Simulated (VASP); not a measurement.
# BN (R3m) in VASP: further runs

BN is run at these levels: PBE; tasks: single point.

Everything below comes from runs of VASP 6.6.1. Logs are shortened: lines on timing, memory, paths and dates and some standing lists are left out, and cuts for length are marked.

## 1. The cell of the first run

Symmetry: R3m, No. 160, trigonal system. The conventional cell has a = 2.554 Å, b = 2.554 Å, c = 38.042 Å, α = 90.00°, β = 90.00°, γ = 120.00°. Within 2.1 Å of B (site symmetry 3m) lie 4 N at 1.57 to 1.58 Å. B (site symmetry 3m) has 4 N at 1.57 to 1.58 Å within 2.1 Å. Within 2.1 Å of B (site symmetry 3m) lie 4 N at 1.57 to 1.58 Å. Within 2.1 Å of B (site symmetry 3m) lie 3 N at 1.57 Å. B (site symmetry 3m) has 4 N at 1.57 to 1.58 Å within 2.1 Å. B (site symmetry 3m) has 4 N at 1.57 to 1.58 Å within 2.1 Å. Within 2.1 Å of N (site symmetry 3m) lie 4 B at 1.57 to 1.58 Å. Within 2.1 Å of N (site symmetry 3m) lie 4 B at 1.57 to 1.58 Å.

## 2. Single point, PBE

INCAR

```
PREC = Accurate
ENCUT = 520
EDIFF = 1E-7
ISMEAR = 0
SIGMA = 0.05
LREAL = F
LASPH = T
NELM = 60
ALGO = Normal
ISIF = 2
LWAVE = F
LCHARG = F
GGA = PE
NBANDS = 36
```

KPOINTS

```
Automatic mesh
0
Gamma
  10 10 2
```

POSCAR

```
BN
1.0
   -2.5539396017      0.0000000000      0.0000000000
    1.2769698009     -2.2117765748      0.0000000000
   -1.2768421039      0.7371851324     12.6805650000
B N
6 6
Direct
    0.2569938569      0.7430061431      0.2290413333
    0.1458938569      0.8541061431      0.5623746667
    0.0347938569      0.9652061431      0.8957080000
    0.6458771903      0.3541228097      0.0623746667
    0.5347771903      0.4652228097      0.3957080000
    0.4236771903      0.5763228097      0.7290413333
    0.2985950297      0.7014049703      0.1042253333
    0.1874950297      0.8125049703      0.4375586667
    0.0763950297      0.9236049703      0.7708920000
    0.3541783631      0.6458216369      0.9375586667
    0.5763783631      0.4236216369      0.2708920000
    0.4652783631      0.5347216369      0.6042253333
```

Potentials or basis: VASP PAW PBE potentials, release 64 (B, N).

The run is started by

```sh
cat potpaw_PBE.64/B/POTCAR potpaw_PBE.64/N/POTCAR > POTCAR
mpirun -np 1 vasp_std > vasp.out
```

OUTCAR:

```text
PREC = Accurate
   ENCUT = 520
   EDIFF = 1E-7
   ISMEAR = 0
   LREAL = F
   LASPH = T
   NELM = 60
   ISIF = 2
   GGA = PE

 ion  position               nearest neighbor table
   1  0.257  0.743  0.229-  11 1.57  11 1.57  11 1.57   7 1.58
   2  0.146  0.854  0.562-  12 1.57  12 1.57  12 1.57   8 1.58
   3  0.035  0.965  0.896-  10 1.57  10 1.57  10 1.57   9 1.58
   4  0.646  0.354  0.062-   7 1.57   7 1.57   7 1.57
   5  0.535  0.465  0.396-   8 1.57   8 1.57   8 1.57  11 1.58
   6  0.424  0.576  0.729-   9 1.57   9 1.57   9 1.57  12 1.58
   7  0.299  0.701  0.104-   4 1.57   4 1.57   4 1.57   1 1.58
   8  0.187  0.813  0.438-   5 1.57   5 1.57   5 1.57   2 1.58
   9  0.076  0.924  0.771-   6 1.57   6 1.57   6 1.57   3 1.58
  10  0.354  0.646  0.938-   3 1.57   3 1.57   3 1.57
  11  0.576  0.424  0.271-   1 1.57   1 1.57   1 1.57   5 1.58
  12  0.465  0.535  0.604-   2 1.57   2 1.57   2 1.57   6 1.58

  LATTYP: Found a trigonal (rhomboedric) cell.
 ALAT       =    12.7660153790
 COS(alpha) =     0.9799884194

  Lattice vectors:

 A1 = (   1.2770974978,   0.7371851324,  12.6805650000)
 A2 = (  -1.2768421039,   0.7371851324,  12.6805650000)
 A3 = (   0.0001276970,  -1.4745914424,  12.6805650000)

Analysis of symmetry for initial positions (statically):
=====================================================================
 Subroutine PRICEL returns:
 Original cell was already a primitive cell.

 Routine SETGRP: Setting up the symmetry group for a
 trigonal (rhombohedral) supercell.

 Subroutine GETGRP returns: Found  2 space group operations
 (whereof  2 operations were pure point group operations)
 out of a pool of 12 trial point group operations.

The static configuration has the point symmetry C_1h.

Analysis of symmetry for dynamics (positions and initial velocities):
=====================================================================
 Subroutine PRICEL returns:
 Original cell was already a primitive cell.

 Routine SETGRP: Setting up the symmetry group for a
 trigonal (rhombohedral) supercell.

 Subroutine GETGRP returns: Found  2 space group operations
 (whereof  2 operations were pure point group operations)
 out of a pool of 12 trial point group operations.

The dynamic configuration has the point symmetry C_1h.

 Subroutine INISYM returns: Found  2 space group operations
 (whereof  2 operations are pure point group operations),
 and found     1 'primitive' translations

----------------------------------------------------------------------------------------

                                     Primitive cell

  volume of cell :      71.6293

  direct lattice vectors                    reciprocal lattice vectors
    -2.553939602  0.000000000  0.000000000    -0.391551938 -0.226062617 -0.026284318
     1.276969801 -2.211776575  0.000000000     0.000000000 -0.452125233  0.026284318
    -1.276842104  0.737185132 12.680565000     0.000000000  0.000000000  0.078860839

  length of vectors
     2.553939602  2.553939602 12.765989832     0.452888609  0.452888609  0.078860839

  position of ions in fractional coordinates (direct lattice)
     0.256993857  0.743006143  0.229041333
     0.145893857  0.854106143  0.562374667
     0.034793857  0.965206143  0.895708000
     0.645877190  0.354122810  0.062374667
     0.534777190  0.465222810  0.395708000
     0.423677190  0.576322810  0.729041333
     0.298595030  0.701404970  0.104225333
     0.187495030  0.812504970  0.437558667
     0.076395030  0.923604970  0.770892000
     0.354178363  0.645821637  0.937558667
     0.576378363  0.423621637  0.270892000
     0.465278363  0.534721637  0.604225333
[... 39 lines left out ...]
|           W    W    AA    RRRRR   N    N  II  N    N   GGGG   !!!           |
|           W    W   A  A   R    R  NN   N  II  NN   N  G    G  !!!           |
|           W    W  A    A  R    R  N N  N  II  N N  N  G       !!!           |
|           W WW W  AAAAAA  RRRRR   N  N N  II  N  N N  G  GGG   !            |
|           WW  WW  A    A  R   R   N   NN  II  N   NN  G    G                |
|           W    W  A    A  R    R  N    N  II  N    N   GGGG   !!!           |
|                                                                             |
|     Your reciprocal lattice and k-lattice belong to different lattice       |
|     classes:                                                                |
|                                                                             |
|        The reciprocal lattice is rhombohedral (trigonal),                   |
|        whereas your k-lattice is base-centered monoclinic.                  |
|                                                                             |
|     Results are often still useful ...                                      |
|                                                                             |
 -----------------------------------------------------------------------------

 WARNING: IBZKPT: internal override: KBLOWUP is changed to .FALSE.
      ... skipping the blow-up phase ...

 Subroutine IBZKPT returns following result:
 ===========================================

 Found     62 irreducible k-points:

 Following reciprocal coordinates:
            Coordinates               Weight
  0.000000  0.000000  0.000000      1.000000
  0.100000 -0.000000  0.000000      4.000000
  0.200000 -0.000000  0.000000      4.000000
  0.300000  0.000000  0.000000      4.000000
  0.400000 -0.000000  0.000000      4.000000
  0.500000  0.000000  0.000000      2.000000
[... 16 lines left out ...]
  0.300000  0.300000 -0.000000      2.000000
  0.400000  0.300000  0.000000      4.000000
 [... further k-points ...]
   k-points           NKPTS =     62   k-points in BZ     NKDIM =     62   number of bands    NBANDS=     36
   number of dos      NEDOS =    301   number of ions     NIONS =     12
   total plane-waves  NPLWV =  38400
   dimension x,y,z NGX =    20 NGY =   20 NGZ =   96
   dimension x,y,z NGXF=    40 NGYF=   40 NGZF=  192
   ions per type =               6   6
   NGX,Y,Z   is equivalent  to a cutoff of  13.02, 13.02, 12.50 a.u.
   NGXF,Y,Z  is equivalent  to a cutoff of  26.04, 26.04, 25.00 a.u.
 SYSTEM =  unknown system
   PREC   = accura    normal or accurate (medium, high low for compatibility)
   ISTART =      0    job   : 0-new  1-cont  2-samecut
   ICHARG =      2    charge: 1-file 2-atom 10-const
   ISPIN  =      1    spin polarized calculation?
   LNONCOLLINEAR =      F non collinear calculations
   LSORBIT =      F    spin-orbit coupling
   LASPH  =      T    aspherical Exc in radial PAW
   ENCUT  =  520.0 eV  38.22 Ry    6.18 a.u.   4.75  4.75 23.74*2*pi/ulx,y,z
   NELM   =     60;   NELMIN=  2; NELMDL= -5     # of ELM steps
   EDIFF  = 0.1E-06   stopping-criterion for ELM
   LREAL  =      F    real-space projection
   EDIFFG = 0.1E-05   stopping-criterion for IOM
   NSW    =      0    number of steps for IOM
   IBRION =     -1    ionic relax: 0-MD 1-quasi-New 2-CG
   NFREE  =      0    steps in history (QN), initial steepest desc. (CG)
   ISIF   =      2    stress and relaxation
   ISYM   =      2    0-nonsym 1-usesym 2-fastsym
   POTIM  = 0.5000    time-step for ionic-motion
   TEBEG  =    0.0;   TEEND  =   0.0 temperature during run
   PSTRESS=    0.0 pullay stress
   NELECT =      48.0000    total number of electrons
   NUPDOWN=      -1.0000    fix difference up-down
   EMIN   =  10.00;   EMAX   =-10.00  energy-range for DOS
   EFERMI =   0.00;   METHOD = LEGACY
   ISMEAR =     0;   SIGMA  =   0.05  broadening in eV -4-tet -1-fermi 0-gaus
   EFERMI_NEDOS =   21; number of points for ismear=-14 and -15
   IALGO  =     38    algorithm
   IMIX   =      4    mixing-type and parameters
     AMIX     =   0.40;   BMIX     =  1.00
     AMIX_MAG =   1.60;   BMIX_MAG =  1.00
  volume/ion in A,a.u.               =       5.97        40.28
  Fermi-wavevector in a.u.,A,eV,Ry     =   1.432600  2.707222 27.923836  2.052344
  Thomas-Fermi vector in A             =   2.552210
   LORBIT       =      0    0 simple, 1 ext, 2 COOP (PROOUT), +10 PAW based schemes
   GGA     = PE    functional components
   LHFCALC =     F    Hartree Fock is set to
   AEXX    =    0.0000 exact exchange contribution
   IVDW    =     0    specifies the selected vdW correction
   LEPSILON=     F    determine dielectric tensor
   LRPA    =     F    only Hartree local field effects (RPA)
 non-spin polarized calculation
 Gauss-broadening in eV      SIGMA  =   0.05
  energy-cutoff  :      520.00
  volume of cell :       71.63
 maximum number of plane-waves:      1949
   NGX =  9   NGY =  9   NGZ = 47

 number of electron      47.9999990 magnetization

 Free energy of the ion-electron system (eV)
  ---------------------------------------------------
  ext. energy  EPLUGINS =         0.00000000
  ---------------------------------------------------
  free energy    TOTEN  =      -100.62205065 eV

  energy without entropy =     -100.62205065  energy(sigma->0) =     -100.62205065

 E-fermi :   8.1656     XC(G=0): -12.7970

 val. band max:        7.9033156297   @ k =   0.1000  -0.0000   0.0000
 cond. band min:      10.0350565635   @ k =   0.3000   0.3000   0.5000
 fundamental gap:      2.1317409338
 Fermi energy:         8.1655698260

 k-point     1 :       0.0000    0.0000    0.0000
  band No.  band energies     occupation
      1     -13.0207      2.00000
      2     -12.2354      2.00000
      3     -11.9479      2.00000
      4     -10.4042      2.00000
      5     -10.1551      2.00000
      6      -8.5483      2.00000
[... 925 lines left out ...]
     35      20.4170      0.00000
     36      20.6421      0.00000

 [... further k-points ...]
[... 5 lines left out ...]
  --------------------------------------------------------------------------------------
  -------------------------------------------------------------------------------------
  Total       -2.7386367     -2.7376761     11.0555908      0.0008319     -0.0016955      0.0029367
  in kB      -61.2568302    -61.2353437    247.2874395      0.0186078     -0.0379238      0.0656860
  external PRESSURE =      41.5984218 kB  Pullay stress =       0.0000000 kB

 VOLUME and BASIS-vectors are now :
 -----------------------------------------------------------------------------
  energy-cutoff  :      520.00
  volume of cell :       71.63
      direct lattice vectors                 reciprocal lattice vectors
    -2.553939602  0.000000000  0.000000000    -0.391551938 -0.226062617 -0.026284318
     1.276969801 -2.211776575  0.000000000     0.000000000 -0.452125233  0.026284318
    -1.276842104  0.737185132 12.680565000     0.000000000  0.000000000  0.078860839

 POSITION                                       TOTAL-FORCE (eV/Angst)
 -----------------------------------------------------------------------------------
      0.00000     -1.47452      2.90437         0.000186     -0.000107      0.669327
      0.00000     -1.47452      7.13123         0.000034     -0.000019      0.232836
      0.00000     -1.47452     11.35808         0.000226     -0.000130     -0.270462
     -1.27697     -0.73726      0.79095         0.000740     -0.000427      1.814087
     -1.27697     -0.73726      5.01780         0.000035     -0.000020      0.237698
     -1.27697     -0.73726      9.24466         0.000014     -0.000008      0.241676
      0.00000     -1.47452      1.32164         0.000523     -0.000302      2.470048
      0.00000     -1.47452      5.54849         0.000002     -0.000001     -0.233175
      0.00000     -1.47452      9.77535        -0.000162      0.000093     -0.515000
     -1.27697     -0.73726     11.88877        -0.001497      0.000864     -4.146055
     -1.27697     -0.73726      3.43506        -0.000046      0.000026     -0.256204
     -1.27697     -0.73726      7.66192        -0.000056      0.000032     -0.244775
 -----------------------------------------------------------------------------------
    total drift:                               -0.000302      0.000174     -0.000055

  FREE ENERGIE OF THE ION-ELECTRON SYSTEM (eV)
  ---------------------------------------------------
  free  energy   TOTEN  =      -100.6220506480 eV

  energy  without entropy=     -100.6220506480  energy(sigma->0) =     -100.62205065
```

Run time: 4.4 min. Hardware: 1 thread of Intel Xeon Platinum 8259CL at 2.50GHz (Skylake/Cascade Lake), shared host; peak memory 0.24 GiB.

Results:

```yaml
Free_energy: -100.6221 eV
Pressure: 4.2 GPa
Largest_force: 4.146 eV/Å
Band_gap_on_the_k_mesh: 2.13 eV, indirect (least direct gap 2.62 eV)
```

Forces on the atoms (eV/Å):
```
B    0.000  0.000  0.669
B    0.000  0.000  0.233
B    0.000  0.000 -0.270
B    0.001  0.000  1.814
B    0.000  0.000  0.238
B    0.000  0.000  0.242
N    0.001  0.000  2.470
N    0.000  0.000 -0.233
N    0.000  0.000 -0.515
N   -0.001  0.001 -4.146
N    0.000  0.000 -0.256
N    0.000  0.000 -0.245
```

Caveat: forces of over 1 eV/Å act on the atoms, so gaps and moduli don't describe the material at rest. PBE gaps usually lie below the measured ones, often by a third to a half.

## 3. Single point, PBE

INCAR

```
ALGO     = Normal         # electronic algorithm
EDIFF    = 1E-6           # SCF threshold, eV
ENCUT    = 520            # plane-wave cutoff, eV
GGA      = PE             # functional
ISIF     = 2              # what is computed and relaxed
ISMEAR   = 0              # smearing method
LASPH    = True           # aspherical terms in the spheres
LCHARG   = False          # write CHGCAR
LREAL    = False          # projectors in reciprocal space
LWAVE    = False          # write WAVECAR
NBANDS   = 36             # bands
NELM     = 80             # most SCF steps
PREC     = Accurate       # precision mode
SIGMA    = 0.05           # smearing width, eV
```

KPOINTS

```
k-points
0
Gamma
  10 10 2
```

POSCAR

```
BN
1.0
   -2.5539396017      0.0000000000      0.0000000000
    1.2769698009     -2.2117765748      0.0000000000
   -2.5540672987      1.4745914424     12.6805650000
B N
6 6
Direct
    0.1806314764      0.8193685236      0.2290413333
   -0.0416018569      1.0416018569      0.5623746667
   -0.2638351903      1.2638351903      0.8957080000
    0.6250814764      0.3749185236      0.0623746667
    0.4028481431      0.5971518569      0.3957080000
    0.1806148097      0.8193851903      0.7290413333
    0.2638463036      0.7361536964      0.1042253333
    0.0416129703      0.9583870297      0.4375586667
   -0.1806203631      1.1806203631      0.7708920000
    0.0415963036      0.9584036964      0.9375586667
    0.4860629703      0.5139370297      0.2708920000
    0.2638296369      0.7361703631      0.6042253333
```

Potentials or basis: VASP PAW PBE potentials, release 64 (B, N).

The run is started by

```sh
cat potpaw_PBE.64/B/POTCAR potpaw_PBE.64/N/POTCAR > POTCAR
mpirun -np 1 vasp_std > vasp.out
```

Run time: 3.1 min. Hardware: 1 thread of Intel Xeon Platinum 8259CL at 2.50GHz (Skylake/Cascade Lake), shared host; peak memory 0.25 GiB.

Results (log left out):

```
Free energy            : -101.9137 eV
Pressure               : 0.0 GPa
Largest force          : 1.507 eV/Å
Band gap on the k mesh : 2.79 eV, indirect (least direct gap 4.34 eV)
```

Forces on the atoms (eV/Å):
```
B    0.000  0.000  0.263
B    0.000  0.000  0.204
B    0.000  0.000  0.043
B   -0.001  0.000  1.507
B    0.000  0.000  0.203
B    0.000  0.000  0.262
N    0.000  0.000 -0.189
N    0.000  0.000 -0.205
N    0.000  0.000 -0.520
N    0.000  0.000 -1.175
N    0.000  0.000 -0.177
N    0.000  0.000 -0.217
```

Stress tensor (GPa, compression positive):
```
-3.75  0.00  0.00
 0.00 -3.74  0.00
 0.00  0.00  7.53
```

Levels at points of the mesh, in eV from the valence-band top:
| k point | band 21 | band 22 | band 23 | band 24 | band 25 | band 26 | band 27 | band 28 |
| --- | --- | --- | --- | --- | --- | --- | --- | --- |
| (0.00, 0.00, 0.00) | -0.61 | -0.13 | -0.13 | 0.00 | 6.47 | 8.05 | 8.05 | 8.66 |
| (0.50, 0.00, 0.00) | -3.28 | -3.09 | -2.21 | -1.55 | 2.79 | 6.35 | 6.45 | 6.70 |
| (0.50, 0.50, 0.00) | -3.28 | -3.09 | -2.21 | -1.55 | 2.79 | 6.35 | 6.45 | 6.70 |
| (0.00, 0.00, 0.50) | -0.65 | -0.60 | -0.12 | -0.12 | 6.51 | 8.06 | 8.06 | 8.63 |
| (0.50, 0.00, 0.50) | -3.64 | -2.70 | -2.33 | -1.55 | 2.81 | 6.33 | 6.53 | 6.77 |
| (0.50, 0.50, 0.50) | -3.64 | -2.70 | -2.33 | -1.55 | 2.81 | 6.33 | 6.53 | 6.77 |

Caveat: forces of over 1 eV/Å act on the atoms, so gaps and moduli don't describe the material at rest.
